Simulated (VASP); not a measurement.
# WS2 (Tungstenite) (P6_3/mmc) in VASP: single point with r2SCAN+D4

Aim: the single point of WS2 (Tungstenite) with r2SCAN+D4.

Program: VASP 6.6.1. These are calculated values, not measurements. Logs are shortened: lines on timing, memory, paths and dates and some standing lists are left out, and cuts for length are marked.

**1. The cell of the first run**

Symmetry: P6_3/mmc, No. 194, hexagonal system. The conventional cell has a = 3.172 Å, b = 3.172 Å, c = 12.563 Å, α = 90.00°, β = 90.00°, γ = 120.00°. Within 3.2 Å of W (site symmetry -6m2) lie 6 S at 2.41 Å and 6 W at 3.17 Å. S (site symmetry 3m) has 3 W at 2.41 Å and 7 S at 3.12 to 3.17 Å within 3.2 Å.

**2. Single point, r2SCAN+D4**

File POSCAR:

```
WS2
1.0
    3.1719430865      0.0000000000      0.0000000000
   -1.5859715433      2.7469832923      0.0000000000
    0.0000000000      0.0000000000     12.5629880029
W S
2 4
Direct
    0.3333333333      0.6666666667      0.2500000000
    0.6666666667      0.3333333333      0.7500000000
    0.3333333333      0.6666666667      0.6257793521
    0.6666666667      0.3333333333      0.1257793521
    0.3333333333      0.6666666667      0.8742206479
    0.6666666667      0.3333333333      0.3742206479
```

File INCAR.step1:

```
SYSTEM = WS2
PREC = Accurate
ENCUT = 520
ISMEAR = 0
SIGMA = 0.1
LREAL = .False.
LASPH = .True.
NELM = 80
NBANDS = 35
GGA = PE
ALGO = Normal
EDIFF = 1E-4
LWAVE = .True.
LCHARG = .False.
```

File INCAR.step2:

```
SYSTEM = WS2
PREC = Accurate
ENCUT = 520
EDIFF = 1E-7
ISMEAR = 0
SIGMA = 0.1
LREAL = .False.
LASPH = .True.
NELM = 80
ALGO = Normal
ISIF = 2
LWAVE = .False.
LCHARG = .False.
METAGGA = R2SCAN
LMIXTAU = .True.
IVDW = 13
VDW_S6 = 1.0
VDW_S8 = 0.6018749
VDW_A1 = 0.51559235
VDW_A2 = 5.77342911
NBANDS = 35
ISTART = 1
```

File KPOINTS:

```
Automatic mesh
0
Gamma
  9 9 2
  0 0 0
```

Potentials or basis: VASP PAW PBE potentials, release 64 (W_sv, S).

On the command line:

```console
cat potpaw_PBE.64/W_sv/POTCAR potpaw_PBE.64/S/POTCAR > POTCAR
cp INCAR.step1 INCAR
mpirun -np 1 vasp_std > vasp.out
cp INCAR.step2 INCAR
mpirun -np 1 vasp_std > vasp.out
```

OUTCAR:

```text
SYSTEM = WS2
   PREC = Accurate
   ENCUT = 520
   EDIFF = 1E-7
   ISMEAR = 0
   LREAL = .False.
   LASPH = .True.
   NELM = 80
   ISIF = 2
   METAGGA = R2SCAN
   IVDW = 13
   ISTART = 1

 ion  position               nearest neighbor table
   1  0.333  0.667  0.250-   4 2.41   6 2.41   4 2.41   6 2.41   4 2.41   6 2.41
   2  0.667  0.333  0.750-   3 2.41   5 2.41   3 2.41   5 2.41   3 2.41   5 2.41
   3  0.333  0.667  0.626-   2 2.41   2 2.41   2 2.41
   4  0.667  0.333  0.126-   1 2.41   1 2.41   1 2.41
   5  0.333  0.667  0.874-   2 2.41   2 2.41   2 2.41
   6  0.667  0.333  0.374-   1 2.41   1 2.41   1 2.41

  LATTYP: Found a hexagonal cell.
 ALAT       =     3.1719430865
 C/A-ratio  =     3.9606599678

  Lattice vectors:

 A1 = (   3.1719430865,   0.0000000000,   0.0000000000)
 A2 = (  -1.5859715433,   2.7469832923,   0.0000000000)
 A3 = (   0.0000000000,   0.0000000000,  12.5629880029)

Analysis of symmetry for initial positions (statically):
=====================================================================
 Subroutine PRICEL returns:
 Original cell was already a primitive cell.

 Routine SETGRP: Setting up the symmetry group for a
 hexagonal supercell.

 Subroutine GETGRP returns: Found 24 space group operations
 (whereof 12 operations were pure point group operations)
 out of a pool of 24 trial point group operations.

The static configuration has the point symmetry D_3d.
 The point group associated with its full space group is D_6h.

Analysis of symmetry for dynamics (positions and initial velocities):
=====================================================================
 Subroutine PRICEL returns:
 Original cell was already a primitive cell.

 Routine SETGRP: Setting up the symmetry group for a
 hexagonal supercell.

 Subroutine GETGRP returns: Found 24 space group operations
 (whereof 12 operations were pure point group operations)
 out of a pool of 24 trial point group operations.

The dynamic configuration has the point symmetry D_3d.
 The point group associated with its full space group is D_6h.

 Subroutine INISYM returns: Found 24 space group operations
 (whereof 12 operations are pure point group operations),
 and found     1 'primitive' translations

----------------------------------------------------------------------------------------

                                     Primitive cell

  volume of cell :     109.4648

  direct lattice vectors                    reciprocal lattice vectors
     3.171943086  0.000000000  0.000000000     0.315264169  0.182017853  0.000000000
[... 99 lines left out ...]
   ISIF   =      2    stress and relaxation
   ISYM   =      2    0-nonsym 1-usesym 2-fastsym
   POTIM  = 0.5000    time-step for ionic-motion
   TEBEG  =    0.0;   TEEND  =   0.0 temperature during run
   PSTRESS=    0.0 pullay stress
   NELECT =      52.0000    total number of electrons
   NUPDOWN=      -1.0000    fix difference up-down
   EMIN   =  10.00;   EMAX   =-10.00  energy-range for DOS
   EFERMI =   0.00;   METHOD = LEGACY
   ISMEAR =     0;   SIGMA  =   0.10  broadening in eV -4-tet -1-fermi 0-gaus
   EFERMI_NEDOS =   21; number of points for ismear=-14 and -15
   IALGO  =     38    algorithm
   IMIX   =      4    mixing-type and parameters
     AMIX     =   0.40;   BMIX     =  1.00
     AMIX_MAG =   1.60;   BMIX_MAG =  1.00
  volume/ion in A,a.u.               =      18.24       123.12
  Fermi-wavevector in a.u.,A,eV,Ry     =   1.277373  2.413885 22.200388  1.631683
  Thomas-Fermi vector in A             =   2.409977
   LORBIT       =      0    0 simple, 1 ext, 2 COOP (PROOUT), +10 PAW based schemes
   METAGGA = R2SCAN    functional components
   LHFCALC =     F    Hartree Fock is set to
   AEXX    =    0.0000 exact exchange contribution
   IVDW    =    13    specifies the selected vdW correction
   LEPSILON=     F    determine dielectric tensor
   LRPA    =     F    only Hartree local field effects (RPA)
 non-spin polarized calculation
 Gauss-broadening in eV      SIGMA  =   0.10
  energy-cutoff  :      520.00
  volume of cell :      109.46
 maximum number of plane-waves:      2972
 NGX is ok and might be reduce to    24
   NGX = 11   NGY = 11   NGZ = 47

 number of electron      52.0000002 magnetization

 Free energy of the ion-electron system (eV)
  ---------------------------------------------------
  ext. energy  EPLUGINS =         0.00000000
  ---------------------------------------------------
  free energy    TOTEN  =      -140.14746392 eV

  energy without entropy =     -140.14746392  energy(sigma->0) =     -140.14746392

 E-fermi :   7.5540     XC(G=0): -11.4674

 val. band max:        6.9672887409   @ k =   0.0000   0.0000   0.0000
 cond. band min:       8.2643845946   @ k =   0.2222   0.1111   0.0000
 fundamental gap:      1.2970958537
 Fermi energy:         7.5540460489

 k-point     1 :       0.0000    0.0000    0.0000
  band No.  band energies     occupation
      1     -69.6175      2.00000
      2     -69.6175      2.00000
      3     -33.2146      2.00000
      4     -33.2145      2.00000
      5     -33.0497      2.00000
      6     -33.0497      2.00000
[... 901 lines left out ...]
     34      12.1283      0.00000
     35      13.8148      0.00000

------------------------ aborting loop because EDIFF is reached ----------------------------------------

  DFT-D4 for vdW energy calculation

  Edisp (eV):   -0.92692

  FORCE on cell =-STRESS in cart. coord.  units (eV):
  Direction    XX          YY          ZZ          XY          YZ          ZX
  --------------------------------------------------------------------------------------
  -------------------------------------------------------------------------------------
  Total       0.12925     0.12925     0.06327    -0.00000     0.00000     0.00000
  in kB       1.89183     1.89183     0.92610    -0.00000     0.00000     0.00000
  external pressure =        1.57 kB  Pullay stress =        0.00 kB

 VOLUME and BASIS-vectors are now :
 -----------------------------------------------------------------------------
  energy-cutoff  :      520.00
  volume of cell :      109.46
      direct lattice vectors                 reciprocal lattice vectors
     3.171943086  0.000000000  0.000000000     0.315264169  0.182017853  0.000000000
    -1.585971543  2.746983292  0.000000000     0.000000000  0.364035705  0.000000000
     0.000000000  0.000000000 12.562988003     0.000000000  0.000000000  0.079598898

 POSITION                                       TOTAL-FORCE (eV/Angst)
 -----------------------------------------------------------------------------------
     -0.00000      1.83132      3.14075        -0.000000      0.000000      0.000000
      1.58597      0.91566      9.42224         0.000000      0.000000      0.000000
     -0.00000      1.83132      7.86166         0.000000     -0.000000     -0.021316
      1.58597      0.91566      1.58016         0.000000      0.000000     -0.021316
     -0.00000      1.83132     10.98282        -0.000000     -0.000000      0.021316
      1.58597      0.91566      4.70133         0.000000      0.000000      0.021316
 -----------------------------------------------------------------------------------
    total drift:                               -0.000000      0.000000     -0.000000

  FREE ENERGIE OF THE ION-ELECTRON SYSTEM (eV)
  ---------------------------------------------------
  free  energy   TOTEN  =      -141.0743873334 eV

  energy  without entropy=     -141.0743873334  energy(sigma->0) =     -141.07438733
```

OUTCAR.step1:

```text
SYSTEM = WS2
   PREC = Accurate
   ENCUT = 520
   ISMEAR = 0
   LREAL = .False.
   LASPH = .True.
   NELM = 80
[... 1148 lines left out ...]
      1.58597      0.91566      1.58016         0.000000      0.000000     -0.233664
     -0.00000      1.83132     10.98282        -0.000000      0.000000      0.233664
      1.58597      0.91566      4.70133         0.000000      0.000000      0.233664
 -----------------------------------------------------------------------------------
    total drift:                               -0.000000      0.000000     -0.000000

  FREE ENERGIE OF THE ION-ELECTRON SYSTEM (eV)
  ---------------------------------------------------
  free  energy   TOTEN  =       -47.2790775591 eV

  energy  without entropy=      -47.2790775591  energy(sigma->0) =      -47.27907756
```

OSZICAR.step1:

```text
N       E                     dE             d eps       ncg     rms          rms(c)
DAV:   1     0.508730121265E+03    0.50873E+03   -0.28324E+04  1848   0.148E+03
DAV:   2    -0.172046414107E+02   -0.52593E+03   -0.50794E+03  1926   0.406E+02
DAV:   3    -0.492031513344E+02   -0.31999E+02   -0.31466E+02  2120   0.956E+01
DAV:   4    -0.499872398371E+02   -0.78409E+00   -0.78033E+00  2037   0.156E+01
DAV:   5    -0.500035522368E+02   -0.16312E-01   -0.16299E-01  2038   0.238E+00    0.380E+01
DAV:   6    -0.476332147009E+02    0.23703E+01   -0.83571E+00  1904   0.194E+01    0.164E+01
DAV:   7    -0.474094574445E+02    0.22376E+00   -0.24902E+00  1826   0.825E+00    0.672E+00
DAV:   8    -0.472793130434E+02    0.13014E+00   -0.37422E-01  1903   0.421E+00    0.205E+00
DAV:   9    -0.472815886345E+02   -0.22756E-02   -0.46824E-02  2074   0.112E+00    0.112E+00
DAV:  10    -0.472795850706E+02    0.20036E-02   -0.24314E-02  2005   0.989E-01    0.366E-01
DAV:  11    -0.472790909755E+02    0.49410E-03   -0.42102E-03  1828   0.389E-01    0.176E-01
DAV:  12    -0.472790775591E+02    0.13416E-04   -0.15974E-04  1176   0.753E-02
   1 F= -.47279078E+02 E0= -.47279078E+02  d E =-.113177E-17
```

Wall time 5.1 min (1 thread of Intel Xeon Platinum 8259CL at 2.50GHz (Skylake/Cascade Lake), shared host); peak memory 0.27 GiB.

Results:

```
Free energy                : -141.0744 eV
Pressure                   : 0.2 GPa
Largest force              : 0.021 eV/Å
Band gap on the k mesh     : 1.30 eV, indirect (least direct gap 1.89 eV)
Dispersion energy per atom : -0.154 eV
```

Forces in eV/Å, atoms in the order of the input:
```
W    0.000  0.000  0.000
W    0.000  0.000  0.000
S    0.000  0.000 -0.021
S    0.000  0.000 -0.021
S    0.000  0.000  0.021
S    0.000  0.000  0.021
```

Caveat: the PAW data sets were made with another functional, which shifts forces and pressure a little; spin-orbit coupling is left out, which moves the levels of the heavy elements. r2SCAN opens gaps a little over a GGA but as a rule still falls short of measured ones.
